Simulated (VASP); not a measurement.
# Co: single point with LDA

The system is Co.

```xyz
2
Lattice="2.4215 0.0000 0.0000 -1.2108 2.0971 0.0000 0.0000 0.0000 3.9391" Properties=species:S:1:pos:R:3 pbc="T T T"
Co    1.2108    0.6990    2.9543
Co    0.0000    1.3981    0.9848
```

* Program: VASP 6.6.1
* Task: single point
* Functional: LDA
* Potentials or basis: VASP PAW LDA potentials, release 64 (Co)
* Cutoff: 520 eV
* k mesh: 12 × 12 × 7
* Occupations: fermi-dirac, width 0.05 eV
* Spin: collinear spin, ferromagnetic start
* Starting moments: [2.0, 2.0] μB

The pressure is -1.1 GPa, the net moment is 2.96 μB per cell and the site moments are Co +1.47 μB. The valence electrons inside the program's atomic spheres are Co 8.45.

Stress tensor (GPa, compression positive):
```
-0.11  0.00  0.00
 0.00 -0.11  0.00
 0.00  0.00 -3.11
```

Levels at points of the mesh, in eV from the Fermi level:
Spin up:
```tsv
k point	band 7	band 8	band 9	band 10	band 11	band 12	band 13	band 14
(0.00, 0.00, 0.00)	-2.17	-1.73	-1.73	-0.49	-0.49	-0.16	7.14	22.77
(0.50, 0.00, 0.00)	-2.10	-0.32	-0.24	-0.16	1.70	3.89	10.36	11.10
```
Spin down:
```tsv
k point	band 3	band 4	band 5	band 6	band 7	band 8	band 9	band 10	band 11	band 12
(0.00, 0.00, 0.00)	-1.23	-1.18	-1.18	-0.78	-0.78	-0.27	-0.27	0.02	1.07	1.07
(0.50, 0.00, 0.00)	-3.66	-1.85	-1.32	-1.23	-0.78	1.23	1.35	1.41	2.81	4.79
```

Run time: 23 s on 1 thread of Intel(R) Xeon(R) 6975P-C (Granite Rapids), on a shared host, peak memory 0.15 GiB.
